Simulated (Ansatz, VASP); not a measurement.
One calculation of Cd, two programs

INCAR

```
PREC     = Accurate       # precision mode
ENCUT    = 470            # plane-wave cutoff, eV
EDIFF    = 1E-8           # SCF threshold, eV
ISMEAR   = -1             # smearing method
SIGMA    = 0.05           # smearing width, eV
LREAL    = F              # projectors in reciprocal space
LASPH    = T              # aspherical terms in the spheres
NELM     = 120            # most SCF steps
ALGO     = Normal         # electronic algorithm
ISIF     = 2              # what is computed and relaxed
LWAVE    = F              # write WAVECAR
LCHARG   = F              # write CHGCAR
GGA      = PS             # functional
LEFG     = T            
NBANDS   = 27             # bands
GGA_COMPAT= F
```

File KPOINTS:

```
regular mesh
0
Gamma
  14 14 7
```

File POSCAR:

```
Cd
1.0
    2.9283733878      0.0000000000      0.0000000000
   -1.4641866939      2.5360457456      0.0000000000
    0.0000000000      0.0000000000      5.5224171956
Cd
2
Direct
    0.3333333333      0.6666666667      0.2500000000
    0.6666666667      0.3333333333      0.7500000000
```

Input for Ansatz:

```yaml
crystal:
  lattice:
    - [2.9283733878, 0.0, 0.0]
    - [-1.4641866939, 2.5360457456, 0.0]
    - [0.0, 0.0, 5.5224171956]
  atoms:
    - { symbol: Cd, position: [0.3333333333, 0.6666666667, 0.25] }
    - { symbol: Cd, position: [0.6666666667, 0.3333333333, 0.75] }
kpoints:
  mp_grid: { grid: [14, 14, 7] }
scf:
  occupations: { method: fermi_dirac, width: 0.05 }
hamiltonian:
  xc: pbesol
  pseudopotentials: { kind: paw }
output:
  forces: true
  stress: true
  eigenvalues: true
  efg: { contact_densities: true }
```

Change from the starting cell: volume scaled by 0.95, PAW files.

Alike in both runs: task electric field gradients; functional PBEsol; k mesh 14 × 14 × 7; occupations fermi-dirac, width 0.05 eV; no spin polarisation.

|  | VASP | Ansatz |
| --- | --- | --- |
| version | VASP 6.6.1 | Ansatz 0.2.0 |
| potentials or method | VASP PAW PBE potentials, release 64 (Cd_sv_GW) | PAW with Ansatz's default frozen-core files, scalar-relativistic |
| plane-wave cutoff (eV) | 470 | 420 |
| valence electrons in the cell | 40 | 40 |

Ansatz gave:

* size of Vzz on the site where it differs most (V/Å²): 80.9

Estimate VASP's values.

size of Vzz on the site where it differs most (V/Å²): 87.6.

VASP's potentials were made for PBE, not for PBEsol.
